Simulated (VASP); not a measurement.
CuO:

```xyz
2
Lattice="0.0000 2.3273 2.3273 2.3273 0.0000 2.3273 2.3273 2.3273 0.0000" Properties=species:S:1:pos:R:3 pbc="T T T"
Cu    0.0000    0.0000    0.0000
O     1.1636    1.1636    1.1636
```

```yaml
Program: VASP 6.6.1
Task: relaxation of cell and atoms
Functional: PBEsol
Potentials_or_basis: VASP PAW PBE potentials, release 64 (Cu, O)
Cutoff: 600 eV
k_mesh: 10 × 10 × 10
Occupations: fermi-dirac, width 0.05 eV
Spin: no spin polarisation
Hubbard_terms: Cu d U = 5.3 eV
```

At the start: pressure -16.7 GPa; volume 12.60 Å³/atom.

Q: How do energy, volume and symmetry change on relaxing?

A: Over 6 steps the energy falls by 113.4 meV/atom and the volume is 10.77 Å³/atom (-14.6 %); space group F-43m (No. 216, to 0.05 Å).

The path:
```
step  energy change (eV)  largest force (eV/Å)  pressure (GPa)  volume (Å³)
   1              0.0000                0.0000          -16.73        25.21
   2             -0.2127                0.0000            5.89        20.71
   3             -0.2269                0.0000            0.15        21.46
   4             -0.2269                0.0000           -0.34        21.53
   5             -0.2269                0.0000           -0.16        21.53
   6             -0.2269                0.0000           -0.07        21.53
```

Final structure:
```
Cu O
1.0
     0.00000    2.20808    2.20808
     2.20808    0.00000    2.20808
     2.20808    2.20808    0.00000
Cu O
1 1
Direct
  0.00000 0.00000 0.00000
  0.25000 0.25000 0.25000
```

Caveat: the PAW data sets were made with another functional, which shifts forces and pressure a little; an odd number of electrons without spin polarisation forces a metal; a magnetic or distorted state may lie lower; U without spin polarisation on a metal has little footing.
